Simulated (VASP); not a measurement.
# Ir (P6_3/mmc) in VASP: further runs

Ir is run at these levels: PBE; tasks: single point.

Program: VASP 6.6.1. These are calculated values, not measurements. Logs are shortened: lines on timing, memory, paths and dates and some standing lists are left out, and cuts for length are marked.

## Step 1: The cell of the first run

The structure is hexagonal, space group P6_3/mmc (No. 194). Conventional cell: a = 2.751 Å, b = 2.751 Å, c = 4.462 Å, α = 90.00°, β = 90.00°, γ = 120.00°. Ir (site symmetry -6m2) has 12 Ir at 2.74 to 2.75 Å within 3.6 Å.

## Step 2: Single point, PBE

File INCAR:

```
PREC     = Accurate       # precision mode
ENCUT    = 520            # plane-wave cutoff, eV
EDIFF    = 1E-6           # SCF threshold, eV
ISMEAR   = -1             # smearing method
SIGMA    = 0.05           # smearing width, eV
LREAL    = False          # projectors in reciprocal space
LASPH    = True           # aspherical terms in the spheres
NELM     = 80             # most SCF steps
ALGO     = Fast           # electronic algorithm
ISIF     = 2              # what is computed and relaxed
LWAVE    = False          # write WAVECAR
LCHARG   = False          # write CHGCAR
GGA      = PE             # functional
NBANDS   = 16             # bands
```

File KPOINTS:

```
Automatic mesh
0
Gamma
  10 10 6
```

File POSCAR:

```
Ir
1.0
    2.7513778946      0.0000000000      0.0000000000
   -1.3756889473      2.3827631521      0.0000000000
    0.0000000000      0.0000000000      4.4622900000
Ir
2
Direct
    0.3333333333      0.6666666667      0.2500000000
    0.6666666667      0.3333333333      0.7500000000
```

Potentials or basis: VASP PAW PBE potentials, release 64 (Ir).

On the command line:

```
cat potpaw_PBE.64/Ir/POTCAR > POTCAR
mpirun -np 1 vasp_std > vasp.out
```

OUTCAR:

```text
PREC = Accurate
   ENCUT = 520
   EDIFF = 1E-6
   ISMEAR = -1
   LREAL = False
   LASPH = True
   NELM = 80
   ISIF = 2
   GGA = PE

 ion  position               nearest neighbor table
   1  0.333  0.667  0.250-   2 2.74   2 2.74   2 2.74   2 2.74   2 2.74   2 2.74
   2  0.667  0.333  0.750-   1 2.74   1 2.74   1 2.74   1 2.74   1 2.74   1 2.74

  LATTYP: Found a hexagonal cell.
 ALAT       =     2.7513778946
 C/A-ratio  =     1.6218382828

  Lattice vectors:

 A1 = (   2.7513778946,   0.0000000000,   0.0000000000)
 A2 = (  -1.3756889473,   2.3827631521,   0.0000000000)
 A3 = (   0.0000000000,   0.0000000000,   4.4622900000)

Analysis of symmetry for initial positions (statically):
=====================================================================
 Subroutine PRICEL returns:
 Original cell was already a primitive cell.

 Routine SETGRP: Setting up the symmetry group for a
 hexagonal supercell.

 Subroutine GETGRP returns: Found 24 space group operations
 (whereof 12 operations were pure point group operations)
 out of a pool of 24 trial point group operations.

The static configuration has the point symmetry D_3d.
 The point group associated with its full space group is D_6h.

Analysis of symmetry for dynamics (positions and initial velocities):
=====================================================================
 Subroutine PRICEL returns:
 Original cell was already a primitive cell.

 Routine SETGRP: Setting up the symmetry group for a
 hexagonal supercell.

 Subroutine GETGRP returns: Found 24 space group operations
 (whereof 12 operations were pure point group operations)
 out of a pool of 24 trial point group operations.

The dynamic configuration has the point symmetry D_3d.
 The point group associated with its full space group is D_6h.

 Subroutine INISYM returns: Found 24 space group operations
 (whereof 12 operations are pure point group operations),
 and found     1 'primitive' translations

----------------------------------------------------------------------------------------

                                     Primitive cell

  volume of cell :      29.2542

  direct lattice vectors                    reciprocal lattice vectors
     2.751377895  0.000000000  0.000000000     0.363454254  0.209840411  0.000000000
    -1.375688947  2.382763152  0.000000000     0.000000000  0.419680823  0.000000000
     0.000000000  0.000000000  4.462290000     0.000000000  0.000000000  0.224100182

  length of vectors
     2.751377895  2.751377895  4.462290000     0.419680823  0.419680823  0.224100182

  position of ions in fractional coordinates (direct lattice)
     0.333333333  0.666666667  0.250000000
     0.666666667  0.333333333  0.750000000

  ion indices of the primitive-cell ions
   primitive index   ion index
                 1           1
                 2           2

----------------------------------------------------------------------------------------

 KPOINTS: Automatic mesh

Automatic generation of k-mesh.
 Grid dimensions read from file:
 generate k-points for:   10   10    6

 Generating k-lattice:

  Cartesian coordinates                     Fractional coordinates (reciprocal lattice)
     0.036345425  0.020984041  0.000000000     0.100000000  0.000000000  0.000000000
     0.000000000  0.041968082  0.000000000     0.000000000  0.100000000  0.000000000
     0.000000000  0.000000000  0.037350030     0.000000000  0.000000000  0.166666667

  Length of vectors
     0.041968082  0.041968082  0.037350030

  Shift w.r.t. Gamma in fractional coordinates (k-lattice)
     0.000000000  0.000000000  0.000000000

 Subroutine IBZKPT returns following result:
 ===========================================

 Found     56 irreducible k-points:

 Following reciprocal coordinates:
            Coordinates               Weight
  0.000000  0.000000  0.000000      1.000000
  0.100000 -0.000000  0.000000      6.000000
  0.200000 -0.000000  0.000000      6.000000
  0.300000 -0.000000  0.000000      6.000000
  0.400000 -0.000000  0.000000      6.000000
  0.500000 -0.000000  0.000000      3.000000
[... 16 lines left out ...]
  0.300000  0.100000  0.166667     24.000000
  0.400000  0.100000  0.166667     24.000000
 [... further k-points ...]
   k-points           NKPTS =     56   k-points in BZ     NKDIM =     56   number of bands    NBANDS=     16
   number of dos      NEDOS =    301   number of ions     NIONS =      2
   total plane-waves  NPLWV =  14400
   dimension x,y,z NGX =    20 NGY =   20 NGZ =   36
   dimension x,y,z NGXF=    40 NGYF=   40 NGZF=   72
   ions per type =               2
   NGX,Y,Z   is equivalent  to a cutoff of  12.08, 12.08, 13.41 a.u.
   NGXF,Y,Z  is equivalent  to a cutoff of  24.17, 24.17, 26.82 a.u.
 SYSTEM =  unknown system
   PREC   = accura    normal or accurate (medium, high low for compatibility)
   ISTART =      0    job   : 0-new  1-cont  2-samecut
   ICHARG =      2    charge: 1-file 2-atom 10-const
   ISPIN  =      1    spin polarized calculation?
   LNONCOLLINEAR =      F non collinear calculations
   LSORBIT =      F    spin-orbit coupling
   LASPH  =      T    aspherical Exc in radial PAW
   ENCUT  =  520.0 eV  38.22 Ry    6.18 a.u.   5.12  5.12  8.30*2*pi/ulx,y,z
   NELM   =     80;   NELMIN=  2; NELMDL= -5     # of ELM steps
   EDIFF  = 0.1E-05   stopping-criterion for ELM
   LREAL  =      F    real-space projection
   EDIFFG = 0.1E-04   stopping-criterion for IOM
   NSW    =      0    number of steps for IOM
   IBRION =     -1    ionic relax: 0-MD 1-quasi-New 2-CG
   NFREE  =      0    steps in history (QN), initial steepest desc. (CG)
   ISIF   =      2    stress and relaxation
   ISYM   =      2    0-nonsym 1-usesym 2-fastsym
   POTIM  = 0.5000    time-step for ionic-motion
   TEBEG  =    0.0;   TEEND  =   0.0 temperature during run
   PSTRESS=    0.0 pullay stress
   NELECT =      18.0000    total number of electrons
   NUPDOWN=      -1.0000    fix difference up-down
   EMIN   =  10.00;   EMAX   =-10.00  energy-range for DOS
   EFERMI =   0.00;   METHOD = LEGACY
   ISMEAR =    -1;   SIGMA  =   0.05  broadening in eV -4-tet -1-fermi 0-gaus
   EFERMI_NEDOS =   21; number of points for ismear=-14 and -15
   IALGO  =     68    algorithm
   IMIX   =      4    mixing-type and parameters
     AMIX     =   0.40;   BMIX     =  1.00
     AMIX_MAG =   1.60;   BMIX_MAG =  1.00
  volume/ion in A,a.u.               =      14.63        98.71
  Fermi-wavevector in a.u.,A,eV,Ry     =   1.392417  2.631287 26.379323  1.938826
  Thomas-Fermi vector in A             =   2.516162
   LORBIT       =      0    0 simple, 1 ext, 2 COOP (PROOUT), +10 PAW based schemes
   GGA     = PE    functional components
   LHFCALC =     F    Hartree Fock is set to
   AEXX    =    0.0000 exact exchange contribution
   IVDW    =     0    specifies the selected vdW correction
   LEPSILON=     F    determine dielectric tensor
   LRPA    =     F    only Hartree local field effects (RPA)
 non-spin polarized calculation
 RMM-DIIS sequential band-by-band and
  energy-cutoff  :      520.00
  volume of cell :       29.25
 maximum number of plane-waves:       798
   NGX = 11   NGY = 11   NGZ = 17

 number of electron      18.0000000 magnetization

 Free energy of the ion-electron system (eV)
  ---------------------------------------------------
  ext. energy  EPLUGINS =         0.00000000
  ---------------------------------------------------
  free energy    TOTEN  =       -17.55844909 eV

  energy without entropy =      -17.53187960  energy(sigma->0) =      -17.54516434

 E-fermi :   9.9927     XC(G=0): -13.7885

 val. band max:        9.9759997331   @ k =   0.3000   0.3000   0.3333
 cond. band min:      10.0017297648   @ k =   0.4000  -0.0000   0.1667
 fundamental gap:      0.0257300317
 Fermi energy:         9.9927038285

 k-point     1 :       0.0000    0.0000    0.0000
  band No.  band energies     occupation
      1      -0.9273      2.00000
      2       2.1039      2.00000
      3       6.1988      2.00000
      4       6.2832      2.00000
      5       6.2832      2.00000
      6       6.9068      2.00000
[... 8 lines left out ...]
     15      26.3755      0.00000
     16      27.3629      0.00000

 k-point     2 :       0.1000   -0.0000    0.0000
  band No.  band energies     occupation
      1      -0.5525      2.00000
      2       2.4319      2.00000
      3       5.7208      2.00000
      4       6.5963      2.00000
      5       6.6320      2.00000
      6       6.7840      2.00000
[... 8 lines left out ...]
     15      26.8473      0.00000
     16      27.8298      0.00000

 k-point     3 :       0.2000   -0.0000    0.0000
  band No.  band energies     occupation
      1       0.4697      2.00000
      2       3.1442      2.00000
      3       5.2308      2.00000
      4       5.6845      2.00000
      5       6.2569      2.00000
      6       6.9820      2.00000
[... 8 lines left out ...]
     15      26.7978      0.00000
     16      27.0127      0.00000

 k-point     4 :       0.3000   -0.0000    0.0000
  band No.  band energies     occupation
      1       1.7490      2.00000
      2       3.2666      2.00000
      3       4.4291      2.00000
      4       5.4401      2.00000
      5       6.2693      2.00000
      6       6.4907      2.00000
[... 8 lines left out ...]
     15      24.3974      0.00000
     16      25.1199      0.00000

 k-point     5 :       0.4000   -0.0000    0.0000
  band No.  band energies     occupation
      1       2.5556      2.00000
      2       2.9209      2.00000
      3       3.6376      2.00000
      4       6.0869      2.00000
      5       6.1470      2.00000
      6       6.6659      2.00000
[... 8 lines left out ...]
     15      22.2251      0.00000
     16      23.4197      0.00000

 k-point     6 :       0.5000   -0.0000    0.0000
  band No.  band energies     occupation
      1       2.6998      2.00000
      2       2.7953      2.00000
      3       3.3681      2.00000
      4       6.0250      2.00000
      5       6.5521      2.00000
      6       6.6489      2.00000
[... 8 lines left out ...]
     15      20.8129      0.00000
     16      21.3005      0.00000
[... 267 lines left out ...]
 k-point    21 :       0.1000    0.1000    0.1667
  band No.  band energies     occupation
      1       0.4212      2.00000
      2       3.0525      2.00000
      3       5.3053      2.00000
      4       5.5655      2.00000
      5       6.2762      2.00000
      6       6.7174      2.00000
[... 8 lines left out ...]
     15      26.3907      0.00000
     16      27.2732      0.00000

 k-point    22 :       0.2000    0.1000    0.1667
  band No.  band energies     occupation
      1       1.5546      2.00000
      2       3.7187      2.00000
      3       4.6096      2.00000
      4       5.0099      2.00000
      5       5.9399      2.00000
      6       6.5709      2.00000
[... 8 lines left out ...]
     15      24.4098      0.00000
     16      26.1269      0.00000

 k-point    23 :       0.3000    0.1000    0.1667
  band No.  band energies     occupation
      1       2.4675      2.00000
      2       3.4779      2.00000
      3       4.1019      2.00000
      4       5.0673      2.00000
      5       6.1535      2.00000
      6       6.6881      2.00000
[... 8 lines left out ...]
     15      22.1947      0.00000
     16      24.6429      0.00000

 k-point    24 :       0.4000    0.1000    0.1667
  band No.  band energies     occupation
      1       2.6084      2.00000
      2       3.1384      2.00000
      3       4.1254      2.00000
      4       5.0046      2.00000
      5       6.0073      2.00000
      6       7.2270      2.00000
[... 8 lines left out ...]
     15      20.9081      0.00000
     16      23.5396      0.00000

 [... further k-points ...]

------------------------ aborting loop because EDIFF is reached ----------------------------------------

  FORCE on cell =-STRESS in cart. coord.  units (eV):
  Direction    XX          YY          ZZ          XY          YZ          ZX
  --------------------------------------------------------------------------------------
  -------------------------------------------------------------------------------------
  Total       -0.2587569     -0.2587569      0.3443068      0.0000000      0.0000000      0.0000000
  in kB      -14.1714261    -14.1714261     18.8567690      0.0000000      0.0000000      0.0000000
  external PRESSURE =      -3.1620277 kB  Pullay stress =       0.0000000 kB

 VOLUME and BASIS-vectors are now :
 -----------------------------------------------------------------------------
  energy-cutoff  :      520.00
  volume of cell :       29.25
      direct lattice vectors                 reciprocal lattice vectors
     2.751377895  0.000000000  0.000000000     0.363454254  0.209840411  0.000000000
    -1.375688947  2.382763152  0.000000000     0.000000000  0.419680823  0.000000000
     0.000000000  0.000000000  4.462290000     0.000000000  0.000000000  0.224100182

 POSITION                                       TOTAL-FORCE (eV/Angst)
 -----------------------------------------------------------------------------------
     -0.00000      1.58851      1.11557         0.000000      0.000000      0.000000
      1.37569      0.79425      3.34672        -0.000000      0.000000      0.000000
 -----------------------------------------------------------------------------------
    total drift:                                0.000000     -0.000000     -0.000000

  FREE ENERGIE OF THE ION-ELECTRON SYSTEM (eV)
  ---------------------------------------------------
  free  energy   TOTEN  =       -17.5584490892 eV

  energy  without entropy=      -17.5318795961  energy(sigma->0) =      -17.54516434
```

It took 15 s on 1 thread of Intel Xeon 6975P-C (Granite Rapids), shared host; peak memory 0.15 GiB.

What came out:

```yaml
Free_energy: -17.5584 eV
Pressure: -0.3 GPa
Band_gap_on_the_k_mesh: zero (band 9 reaches 10.87 eV, above the bottom of band 10 at 7.86 eV)
```

Levels at points of the mesh, in eV from the Fermi level:
```
           k point  band 7  band 8  band 9  band 10  band 11  band 12
(0.00, 0.00, 0.00)   -3.09   -2.30   -2.30    -0.77     0.23     0.23
(0.50, 0.00, 0.00)   -2.89    0.62    0.88     1.01     2.79     4.21
(0.00, 0.00, 0.50)   -3.82   -3.82   -0.49    -0.49    -0.49    -0.49
(0.50, 0.00, 0.50)   -0.94   -0.94    0.85     0.85     1.93     1.93
```

Caveat: spin-orbit coupling is left out, which moves the levels of the heavy elements.

## Step 3: Single point, PBE

File INCAR:

```
  PREC = Accurate
  ENCUT = 520
  EDIFF = 1E-7
  ISMEAR = -1
  SIGMA = 0.05
  LREAL = F
  LASPH = T
  NELM = 100
  ALGO = Normal
  ISIF = 2
  LWAVE = F
  LCHARG = F
  GGA = PE
  NBANDS = 16
```

File KPOINTS:

```
Automatic mesh
0
Gamma
  12 12 7
```

POSCAR is that of step 2.

Potentials or basis: VASP PAW PBE potentials, release 64 (Ir).

On the command line:

```
cat potpaw_PBE.64/Ir/POTCAR > POTCAR
mpirun -np 1 vasp_std > vasp.out
```

Run time: 14 s. Hardware: 1 thread of Intel Xeon 6975P-C (Granite Rapids), shared host; peak memory 0.15 GiB.

It converged, with:

```yaml
Free_energy: -17.5710 eV
Pressure: -1.1 GPa
Band_gap_on_the_k_mesh: zero (band 9 reaches 10.86 eV, above the bottom of band 10 at 7.70 eV)
```

Stress tensor (GPa, compression positive):
```
-1.53  0.00  0.00
 0.00 -1.53  0.00
 0.00  0.00 -0.28
```

Levels at points of the mesh, in eV from the Fermi level:
```tsv
k point	band 6	band 7	band 8	band 9	band 10	band 11	band 12	band 13
(0.00, 0.00, 0.00)	-3.07	-3.07	-2.30	-2.30	-0.76	0.23	0.23	6.75
(0.50, 0.00, 0.00)	-3.34	-2.88	0.64	0.88	1.03	2.80	4.22	8.03
```

Caveat: spin-orbit coupling is left out, which moves the levels of the heavy elements.

## Step 4: Single point, PBE

File INCAR:

```
SYSTEM = Ir
PREC = Accurate
ENCUT = 520
EDIFF = 1E-6
ISMEAR = -1
SIGMA = 0.05
LREAL = .False.
LASPH = .True.
NELM = 80
ALGO = Fast
ISIF = 2
LWAVE = .False.
LCHARG = .False.
GGA = PE
NBANDS = 16
```

File KPOINTS:

```
regular mesh
0
Gamma
  15 15 8
  0 0 0
```

POSCAR is that of step 3.

On the command line:

```
cat potpaw_PBE.64/Ir/POTCAR > POTCAR
mpirun -np 1 vasp_std > vasp.out
```

Run time: 30 s. Hardware: 1 thread of Intel Xeon 6975P-C (Granite Rapids), shared host; peak memory 0.17 GiB.

It converged, with:

* Free energy: -17.5642 eV
* Pressure: -1.0 GPa
* Band gap on the k mesh: zero (band 9 reaches 10.86 eV, above the bottom of band 10 at 7.76 eV)

Stress tensor (GPa, compression positive):
```
-0.90  0.00  0.00
 0.00 -0.90  0.00
 0.00  0.00 -1.05
```

Levels at points of the mesh, in eV from the Fermi level:
| k point | band 5 | band 6 | band 7 | band 8 | band 9 | band 10 | band 11 | band 12 | band 13 | band 14 |
| --- | --- | --- | --- | --- | --- | --- | --- | --- | --- | --- |
| (0.00, 0.00, 0.00) | -3.66 | -3.04 | -3.04 | -2.28 | -2.28 | -0.74 | 0.25 | 0.25 | 6.77 | 14.29 |
| (0.00, 0.00, 0.50) | -3.78 | -3.78 | -3.78 | -3.78 | -0.46 | -0.46 | -0.46 | -0.46 | 13.56 | 13.56 |

Caveat: spin-orbit coupling is left out, which moves the levels of the heavy elements.

(Continued in part 2 of 2.)
